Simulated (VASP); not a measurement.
# WSe2 (P6_3/mmc) in VASP: a series of runs, part 2 of 2

VASP 6.6.1. The steps go on from the part before.

## (4) Single point, PBE

This run uses another cell than the first one, of 20.66 Å³/atom.

INCAR

```
PREC     = Accurate       # precision mode
ENCUT    = 520            # plane-wave cutoff, eV
EDIFF    = 1E-6           # SCF threshold, eV
ISMEAR   = -1             # smearing method
SIGMA    = 0.02           # smearing width, eV
LREAL    = False          # projectors in reciprocal space
LASPH    = True           # aspherical terms in the spheres
NELM     = 60             # most SCF steps
ALGO     = Normal         # electronic algorithm
ISIF     = 2              # what is computed and relaxed
LWAVE    = False          # write WAVECAR
LCHARG   = False          # write CHGCAR
GGA      = PE             # functional
NBANDS   = 35             # bands
```

KPOINTS

```
Automatic mesh
0
Gamma
  12 12 2
```

POSCAR

```
WSe2
1.0
    3.2996674501      0.0000000000      0.0000000000
   -1.6498337251      2.8575958358      0.0000000000
    0.0000000000      0.0000000000     13.1487008971
W Se
2 4
Direct
    0.3333333333      0.6666666667      0.2500000000
    0.6666666667      0.3333333333      0.7500000000
    0.6666666667      0.3333333333      0.3766602602
    0.6666666667      0.3333333333      0.1233397398
    0.3333333333      0.6666666667      0.8766602602
    0.3333333333      0.6666666667      0.6233397398
```

Potentials or basis: VASP PAW PBE potentials, release 64 (W_sv, Se).

Launch:

```
cat potpaw_PBE.64/W_sv/POTCAR potpaw_PBE.64/Se/POTCAR > POTCAR
mpirun -np 1 vasp_std > vasp.out
```

OUTCAR:

```text
PREC = Accurate
   ENCUT = 520
   EDIFF = 1E-6
   ISMEAR = -1
   LREAL = False
   LASPH = True
   NELM = 60
   ISIF = 2
   GGA = PE

 ion  position               nearest neighbor table
   1  0.333  0.667  0.250-   3 2.53   4 2.53   3 2.53   4 2.53   3 2.53   4 2.53
   2  0.667  0.333  0.750-   5 2.53   6 2.53   5 2.53   6 2.53   5 2.53   6 2.53
   3  0.667  0.333  0.377-   1 2.53   1 2.53   1 2.53
   4  0.667  0.333  0.123-   1 2.53   1 2.53   1 2.53
   5  0.333  0.667  0.877-   2 2.53   2 2.53   2 2.53
   6  0.333  0.667  0.623-   2 2.53   2 2.53   2 2.53

  LATTYP: Found a hexagonal cell.
 ALAT       =     3.2996674501
 C/A-ratio  =     3.9848563820

  Lattice vectors:

 A1 = (   3.2996674501,   0.0000000000,   0.0000000000)
 A2 = (  -1.6498337251,   2.8575958358,   0.0000000000)
 A3 = (   0.0000000000,   0.0000000000,  13.1487008971)

Analysis of symmetry for initial positions (statically):
=====================================================================
 Subroutine PRICEL returns:
 Original cell was already a primitive cell.

 Routine SETGRP: Setting up the symmetry group for a
 hexagonal supercell.

 Subroutine GETGRP returns: Found 24 space group operations
 (whereof 12 operations were pure point group operations)
 out of a pool of 24 trial point group operations.

The static configuration has the point symmetry D_3d.
 The point group associated with its full space group is D_6h.

Analysis of symmetry for dynamics (positions and initial velocities):
=====================================================================
 Subroutine PRICEL returns:
 Original cell was already a primitive cell.

 Routine SETGRP: Setting up the symmetry group for a
 hexagonal supercell.

 Subroutine GETGRP returns: Found 24 space group operations
 (whereof 12 operations were pure point group operations)
 out of a pool of 24 trial point group operations.

[... 130 lines left out ...]
  volume/ion in A,a.u.               =      20.66       139.44
  Fermi-wavevector in a.u.,A,eV,Ry     =   1.225438  2.315742 20.431845  1.501698
  Thomas-Fermi vector in A             =   2.360476
   LORBIT       =      0    0 simple, 1 ext, 2 COOP (PROOUT), +10 PAW based schemes
   GGA     = PE    functional components
   LHFCALC =     F    Hartree Fock is set to
   AEXX    =    0.0000 exact exchange contribution
   IVDW    =     0    specifies the selected vdW correction
   LEPSILON=     F    determine dielectric tensor
   LRPA    =     F    only Hartree local field effects (RPA)
 non-spin polarized calculation
  energy-cutoff  :      520.00
  volume of cell :      123.98
 maximum number of plane-waves:      3378
 NGX is ok and might be reduce to    28
   NGX = 13   NGY = 13   NGZ = 49

 number of electron      51.9999996 magnetization

 Free energy of the ion-electron system (eV)
  ---------------------------------------------------
  ext. energy  EPLUGINS =         0.00000000
  ---------------------------------------------------
  free energy    TOTEN  =       -43.16134332 eV

  energy without entropy =      -43.16134332  energy(sigma->0) =      -43.16134332

 E-fermi :   6.6243     XC(G=0): -10.6224

 val. band max:        6.0384513527   @ k =   0.0000   0.0000   0.0000
 cond. band min:       7.0770329026   @ k =   0.1667   0.1667   0.0000
 fundamental gap:      1.0385815499
 Fermi energy:         6.6243242114

 k-point     1 :       0.0000    0.0000    0.0000
  band No.  band energies     occupation
      1     -68.2853      2.00000
      2     -68.2853      2.00000
      3     -32.5260      2.00000
      4     -32.5260      2.00000
      5     -32.4114      2.00000
      6     -32.4114      2.00000
[... 901 lines left out ...]
     34       9.9971      0.00000
     35      11.6653      0.00000

 [... further k-points ...]

------------------------ aborting loop because EDIFF is reached ----------------------------------------

  FORCE on cell =-STRESS in cart. coord.  units (eV):
  Direction    XX          YY          ZZ          XY          YZ          ZX
  --------------------------------------------------------------------------------------
  -------------------------------------------------------------------------------------
  Total        2.3947044      2.3947044      3.7388770     -0.0000000      0.0000000      0.0000000
  in kB       30.9462958     30.9462958     48.3167748     -0.0000000      0.0000000      0.0000000
  external PRESSURE =      36.7364555 kB  Pullay stress =       0.0000000 kB

 VOLUME and BASIS-vectors are now :
 -----------------------------------------------------------------------------
  energy-cutoff  :      520.00
  volume of cell :      123.98
      direct lattice vectors                 reciprocal lattice vectors
     3.299667450  0.000000000  0.000000000     0.303060843  0.174972259  0.000000000
    -1.649833725  2.857595836  0.000000000     0.000000000  0.349944519  0.000000000
     0.000000000  0.000000000 13.148700897     0.000000000  0.000000000  0.076053141

 POSITION                                       TOTAL-FORCE (eV/Angst)
 -----------------------------------------------------------------------------------
     -0.00000      1.90506      3.28718         0.000000     -0.000000     -0.000000
      1.64983      0.95253      9.86153        -0.000000      0.000000     -0.000000
      1.64983      0.95253      4.95259         0.000000      0.000000      0.325026
      1.64983      0.95253      1.62176         0.000000     -0.000000     -0.325026
     -0.00000      1.90506     11.52694        -0.000000      0.000000      0.325026
     -0.00000      1.90506      8.19611        -0.000000     -0.000000     -0.325026
 -----------------------------------------------------------------------------------
    total drift:                               -0.000000      0.000000     -0.000000

  FREE ENERGIE OF THE ION-ELECTRON SYSTEM (eV)
  ---------------------------------------------------
  free  energy   TOTEN  =       -43.1613433179 eV

  energy  without entropy=      -43.1613433179  energy(sigma->0) =      -43.16134332
```

stdout:

```text
POSCAR found type information on POSCAR W Se
 POSCAR found :  2 types and       6 ions
 scaLAPACK will be used
 LDA part: xc-table for (Slater+PW92), standard interpolation
 POSCAR, INCAR and KPOINTS ok, starting setup
 FFT: planning ... GRIDC
 FFT: planning ... GRID_SOFT
 FFT: planning ... GRID
 WAVECAR not read
 entering main loop
```

It took 1.8 min on 1 thread of Intel Xeon 6975P-C (Granite Rapids), shared host; peak memory 0.32 GiB.

Results:

```yaml
Free_energy: -43.1613 eV
Pressure: 3.7 GPa
Largest_force: 0.325 eV/Å
Band_gap_on_the_k_mesh: 1.04 eV (least direct gap 1.49 eV)
```

Forces on the atoms (eV/Å):
```
W    0.000  0.000  0.000
W    0.000  0.000  0.000
Se   0.000  0.000  0.325
Se   0.000  0.000 -0.325
Se   0.000  0.000  0.325
Se   0.000  0.000 -0.325
```

Caveat: the cell stands under pressure; spin-orbit coupling is left out, which moves the levels of the heavy elements; this functional lacks dispersion, which binds the layers, so the pressure and a relaxed spacing across them are unreliable.

## (5) Single point, LDA

This run uses another cell than the first one, of 20.66 Å³/atom.

INCAR

```
SYSTEM = WSe2
ALGO     = Normal         ! electronic algorithm
EDIFF    = 1E-6           ! SCF threshold, eV
ENCUT    = 520            ! plane-wave cutoff, eV
GGA      = CA             ! functional
ISIF     = 2              ! what is computed and relaxed
ISMEAR   = 0              ! smearing method
LASPH    = .TRUE.         ! aspherical terms in the spheres
LCHARG   = .TRUE.         ! write CHGCAR
LELF     = .TRUE.         ! ELF
LREAL    = .FALSE.        ! projectors in reciprocal space
LVHAR    = .TRUE.       
LWAVE    = .FALSE.        ! write WAVECAR
NBANDS   = 35             ! bands
NELM     = 60             ! most SCF steps
PREC     = Accurate       ! precision mode
SIGMA    = 0.01           ! smearing width, eV
```

KPOINTS

```
k-points
0
G
  12 12 2
  0 0 0
```

POSCAR is that of step 4.

Potentials or basis: VASP PAW LDA potentials, release 64 (W_sv, Se).

Launch:

```
cat potpaw_LDA.64/W_sv/POTCAR potpaw_LDA.64/Se/POTCAR > POTCAR
mpirun -np 1 vasp_std > vasp.out
```

OUTCAR:

```text
SYSTEM = WSe2
   EDIFF = 1E-6
   ENCUT = 520
   GGA = CA
   ISIF = 2
   ISMEAR = 0
   LASPH = .TRUE.
   LREAL = .FALSE.
   NELM = 60
   PREC = Accurate

 ion  position               nearest neighbor table
   1  0.333  0.667  0.250-   3 2.53   4 2.53   3 2.53   4 2.53   3 2.53   4 2.53
   2  0.667  0.333  0.750-   5 2.53   6 2.53   5 2.53   6 2.53   5 2.53   6 2.53
   3  0.667  0.333  0.377-   1 2.53   1 2.53   1 2.53
   4  0.667  0.333  0.123-   1 2.53   1 2.53   1 2.53
   5  0.333  0.667  0.877-   2 2.53   2 2.53   2 2.53
   6  0.333  0.667  0.623-   2 2.53   2 2.53   2 2.53

  LATTYP: Found a hexagonal cell.
 ALAT       =     3.2996674501
 C/A-ratio  =     3.9848563820

  Lattice vectors:

 A1 = (   3.2996674501,   0.0000000000,   0.0000000000)
 A2 = (  -1.6498337251,   2.8575958358,   0.0000000000)
 A3 = (   0.0000000000,   0.0000000000,  13.1487008971)

Analysis of symmetry for initial positions (statically):
=====================================================================
 Subroutine PRICEL returns:
[... 184 lines left out ...]
 val. band max:        6.0035079974   @ k =   0.0000   0.0000   0.0000
 cond. band min:       6.9800112016   @ k =   0.1667   0.1667   0.0000
 fundamental gap:      0.9765032041
 Fermi energy:         6.0465289332

 k-point     1 :       0.0000    0.0000    0.0000
  band No.  band energies     occupation
      1     -67.8737      2.00000
      2     -67.8737      2.00000
      3     -32.3781      2.00000
      4     -32.3780      2.00000
      5     -32.2498      2.00000
      6     -32.2498      2.00000
[... 901 lines left out ...]
     34       9.9378      0.00000
     35      11.5657      0.00000

 [... further k-points ...]

------------------------ aborting loop because EDIFF is reached ----------------------------------------

  FORCE on cell =-STRESS in cart. coord.  units (eV):
  Direction    XX          YY          ZZ          XY          YZ          ZX
  --------------------------------------------------------------------------------------
  -------------------------------------------------------------------------------------
  Total       -3.0316251     -3.0316251     -1.9974198      0.0000000      0.0000000     -0.0000000
  in kB      -39.1770972    -39.1770972    -25.8122653      0.0000000      0.0000000     -0.0000000
  external PRESSURE =     -34.7221532 kB  Pullay stress =       0.0000000 kB

 VOLUME and BASIS-vectors are now :
 -----------------------------------------------------------------------------
  energy-cutoff  :      520.00
  volume of cell :      123.98
      direct lattice vectors                 reciprocal lattice vectors
     3.299667450  0.000000000  0.000000000     0.303060843  0.174972259  0.000000000
    -1.649833725  2.857595836  0.000000000     0.000000000  0.349944519  0.000000000
     0.000000000  0.000000000 13.148700897     0.000000000  0.000000000  0.076053141

 POSITION                                       TOTAL-FORCE (eV/Angst)
 -----------------------------------------------------------------------------------
     -0.00000      1.90506      3.28718         0.000000     -0.000000      0.000000
      1.64983      0.95253      9.86153        -0.000000      0.000000      0.000000
      1.64983      0.95253      4.95259         0.000000      0.000000     -0.172947
      1.64983      0.95253      1.62176        -0.000000     -0.000000      0.172947
     -0.00000      1.90506     11.52694         0.000000     -0.000000     -0.172947
     -0.00000      1.90506      8.19611         0.000000     -0.000000      0.172947
 -----------------------------------------------------------------------------------
    total drift:                               -0.000000      0.000000     -0.000000

  FREE ENERGIE OF THE ION-ELECTRON SYSTEM (eV)
  ---------------------------------------------------
  free  energy   TOTEN  =       -48.4422589693 eV

  energy  without entropy=      -48.4422589693  energy(sigma->0) =      -48.44225897
```

OSZICAR:

```text
N       E                     dE             d eps       ncg     rms          rms(c)
DAV:   1     0.492644254923E+03    0.49264E+03   -0.27866E+04  2932   0.145E+03
DAV:   2    -0.192040738006E+02   -0.51185E+03   -0.49416E+03  3108   0.388E+02
DAV:   3    -0.497913989114E+02   -0.30587E+02   -0.29993E+02  3276   0.897E+01
DAV:   4    -0.504831144503E+02   -0.69172E+00   -0.68718E+00  3182   0.135E+01
DAV:   5    -0.504927517099E+02   -0.96373E-02   -0.96258E-02  3227   0.171E+00    0.301E+01
DAV:   6    -0.488769649597E+02    0.16158E+01   -0.60287E+00  2945   0.159E+01    0.106E+01
DAV:   7    -0.486433550290E+02    0.23361E+00   -0.28649E+00  2830   0.832E+00    0.573E+00
DAV:   8    -0.484437667289E+02    0.19959E+00   -0.39240E-01  2969   0.425E+00    0.132E+00
DAV:   9    -0.484441846991E+02   -0.41797E-03   -0.60998E-02  3122   0.115E+00    0.818E-01
DAV:  10    -0.484423624122E+02    0.18223E-02   -0.12044E-02  2950   0.742E-01    0.164E-01
DAV:  11    -0.484423137279E+02    0.48684E-04   -0.14340E-03  2888   0.241E-01    0.164E-01
DAV:  12    -0.484422709292E+02    0.42799E-04   -0.51647E-05  3050   0.459E-02    0.103E-01
DAV:  13    -0.484422587608E+02    0.12168E-04   -0.62515E-05  2927   0.479E-02    0.488E-03
DAV:  14    -0.484422589693E+02   -0.20844E-06   -0.27901E-06  2600   0.918E-03
   1 F= -.48442259E+02 E0= -.48442259E+02  d E =-.179517E-12
```

Run time: 96 s. Hardware: 1 thread of Intel Xeon 6975P-C (Granite Rapids), shared host; peak memory 0.29 GiB.

What came out:

| Property | Result |
| --- | --- |
| Free energy | -48.4423 eV |
| Pressure | -3.5 GPa |
| Largest force | 0.173 eV/Å |
| Band gap on the k mesh | 0.98 eV (least direct gap 1.48 eV) |

Forces in eV/Å, atoms in the order of the input:
```
W    0.000  0.000  0.000
W    0.000  0.000  0.000
Se   0.000  0.000 -0.173
Se   0.000  0.000  0.173
Se   0.000  0.000 -0.173
Se   0.000  0.000  0.173
```

Caveat: the cell stands under tension; spin-orbit coupling is left out, which moves the levels of the heavy elements. A k mesh can miss the band edges.

## (6) The runs side by side

```tsv
level	potentials or basis	cell	smearing	gap on the mesh (eV)	pressure (GPa)	largest force (eV/Å)
PBE+D3(BJ)	VASP PAW PBE potentials, release 64 (W_sv, Se)	a = 3.279, b = 3.279, c = 12.791 Å, angles 90.0, 90.0, 120.0°, 6 atoms, atomic positions A	fermi-dirac 0.02 eV	0.89	0.3	0.05
PBE+D4	VASP PAW PBE potentials, release 64 (W_sv, Se)	a = 3.279, b = 3.279, c = 12.838 Å, angles 90.0, 90.0, 120.0°, 6 atoms, atomic positions A	fermi-dirac 0.02 eV	0.91	0.3	0.04
PBE	VASP PAW PBE potentials, release 64 (W_sv, Se)	a = 3.300, b = 3.300, c = 13.149 Å, angles 90.0, 90.0, 120.0°, 6 atoms, atomic positions B	fermi-dirac 0.02 eV	1.04	3.7	0.33
LDA	VASP PAW LDA potentials, release 64 (W_sv, Se)	a = 3.300, b = 3.300, c = 13.149 Å, angles 90.0, 90.0, 120.0°, 6 atoms, atomic positions B	gaussian 0.01 eV	0.98	-3.5	0.17
```

Alike in all rows: task single point; no spin polarisation; k mesh 12 × 12 × 2; cutoff (eV) 520.

Caveats: spin-orbit coupling is left out, which moves the levels of the heavy elements; the cell stands under pressure (at least some runs); this functional lacks dispersion, which binds the layers, so the pressure and a relaxed spacing across them are unreliable (at least some runs); the cell stands under tension (at least some runs).

Total energies depend on the potentials used, so only differences within one code and one set of settings carry meaning.
